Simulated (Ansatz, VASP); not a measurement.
## One calculation of MoS2, two programs

File INCAR:

```
PREC = Accurate
ENCUT = 520
EDIFF = 1E-7
ISMEAR = -1
SIGMA = 0.05
LREAL = False
LASPH = True
NELM = 60
ALGO = Normal
ISIF = 2
LWAVE = False
LCHARG = False
GGA = RP
NBANDS = 20
```

File KPOINTS:

```
regular mesh
0
Gamma
  9 9 4
```

POSCAR

```
MoS2
1.0
    3.2274645616      0.0000000000      0.0000000000
   -1.6137322808      2.7950663001      0.0000000000
    0.0000000000      0.0000000000      6.3124734200
Mo S
1 2
Direct
    0.0000000000      0.0000000000      0.5000000000
    0.6666666667      0.3333333333      0.7446806800
    0.3333333333      0.6666666667      0.2553193200
```

Contents of input.yaml:

```yaml
crystal:
  lattice:
    - [3.2274645616, 0.0, 0.0]
    - [-1.6137322808, 2.7950663001, 0.0]
    - [0.0, 0.0, 6.31247342]
  atoms:
    - { symbol: Mo, position: [0.0, 0.0, 0.5] }
    - { symbol: S, position: [0.6666666667, 0.3333333333, 0.74468068] }
    - { symbol: S, position: [0.3333333333, 0.6666666667, 0.25531932] }
hamiltonian:
  xc: rpbe
  pseudopotentials: { kind: paw }
kpoints:
  mp_grid: { grid: [9, 9, 4] }
  band_path:
    path:
      - [[0.0, 0.0, 0.0], [0.5, 0.0, 0.0], [0.3333333333, 0.3333333333, 0.0], [0.0, 0.0, 0.0], [0.0, 0.0, 0.5], [0.5, 0.0, 0.5], [0.3333333333, 0.3333333333, 0.5], [0.0, 0.0, 0.5]]
      - [[0.5, 0.0, 0.5], [0.5, 0.0, 0.0]]
      - [[0.3333333333, 0.3333333333, 0.0], [0.3333333333, 0.3333333333, 0.5]]
    npoints: 14
scf:
  occupations: { method: fermi_dirac, width: 0.05 }
  n_extra_bands: 7
output:
  forces: true
  stress: true
  eigenvalues: true
  fatbands: false
```

Alike in both runs: functional RPBE; k mesh 9 × 9 × 4; occupations fermi-dirac, width 0.05 eV; no spin polarisation.

|  | VASP | Ansatz |
| --- | --- | --- |
| version | VASP 6.6.1 | Ansatz 0.2.0 |
| potentials or method | VASP PAW PBE potentials, release 64 (Mo_sv, S) | Ansatz PAW |
| plane-wave cutoff (eV) | 520 | 420 |
| valence electrons in the cell | 26 | 26 |
| task | single point | band structure |

Ansatz gave:

- gap on the k mesh at the Fermi level (eV): none
- pressure (GPa): 3.6
- traceless stress, the component that is largest in VASP (GPa): 1.92
- rms of the force components (eV/Å): 0.170

**Question.** Estimate VASP's values.

**Answer.** gap on the k mesh at the Fermi level (eV): none; pressure (GPa): 3.4; traceless stress, the component that is largest in VASP (GPa): 1.92; rms of the force components (eV/Å): 0.161.

VASP's potentials were made for PBE, not for RPBE. Atom by atom the forces differ by 0.009 eV/Å (rms over components). A gap of «none» marks a metal or a gap that the smearing closes.
